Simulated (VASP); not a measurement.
Input of a VASP 6.6.1 run:

INCAR

```
SYSTEM = VOs
PREC = Accurate
ENCUT = 520
EDIFF = 1E-7
ISMEAR = -1
SIGMA = 0.1
LREAL = .False.
LASPH = .True.
NELM = 150
ALGO = Normal
ISIF = 2
LWAVE = .False.
LCHARG = .False.
ISPIN = 2
MAGMOM = 0.59 0.04
LORBIT = 11
NUPDOWN = 0.7
LMAXMIX = 4
NBANDS = 22
```

KPOINTS

```
Automatic mesh
0
Gamma
  11 11 7
  0 0 0
```

POSCAR

```
VOs
1.0
    2.7634120100      0.0000000000      0.0000000000
   -1.3817060000      2.3931850000      0.0000000000
    0.0000000000      0.0000000000      4.2580210000
V Os
1 1
Direct
    0.6666666687      0.3333333278      0.0000000000
    0.0000000000      0.0000000000      0.5000000000
```

Potentials or basis: VASP PAW LDA potentials, release 64 (V_sv, Os).

Command:

```bash
$ cat potpaw_LDA.64/V_sv/POTCAR potpaw_LDA.64/Os/POTCAR > POTCAR
$ mpirun -np 1 vasp_std > vasp.out
```

Problem. Estimate the pressure.

Solution. -14.7 GPa.

Stress tensor (GPa, compression positive):
```
-14.13   0.00   0.00
  0.00 -14.13   0.00
  0.00   0.00 -15.89
```

Caveat: the total moment is fixed, so each spin has its own Fermi level.
